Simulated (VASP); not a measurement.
A run of VASP 6.6.1:

File INCAR:

```
SYSTEM = Be2C
PREC = Accurate
ENCUT = 600
EDIFF = 1E-6
ISMEAR = 0
SIGMA = 0.01
LREAL = .FALSE.
LASPH = .TRUE.
NELM = 120
ALGO = Normal
ISIF = 2
LWAVE = .FALSE.
LCHARG = .FALSE.
GGA = PS
NBANDS = 11
GGA_COMPAT = .FALSE.
```

Contents of KPOINTS:

```
Automatic mesh
0
G
  8 8 8
  0 0 0
```

Contents of POSCAR:

```
Be2C
1.0
    0.0000000000      2.1553768814      2.1553768814
    2.1553768814      0.0000000000      2.1553768814
    2.1553768814      2.1553768814      0.0000000000
Be C
2 1
Direct
    0.2500000000      0.2500000000      0.2500000000
    0.7500000000      0.7500000000      0.7500000000
    0.0000000000      0.0000000000      0.0000000000
```

Potentials or basis: VASP PAW PBE potentials, release 64 (Be, C).

Launch:

```console
$ cat potpaw_PBE.64/Be/POTCAR potpaw_PBE.64/C/POTCAR > POTCAR
$ mpirun -np 1 vasp_std > vasp.out
```

Hardware: 1 thread of AMD EPYC 7R13, on a shared host.

Problem. How long does it take, and how much memory?

Solution. It took 16 s on 1 thread of AMD EPYC 7R13, on a shared host, peak memory 0.11 GiB. Counts: scf iterations 11, k points 29.
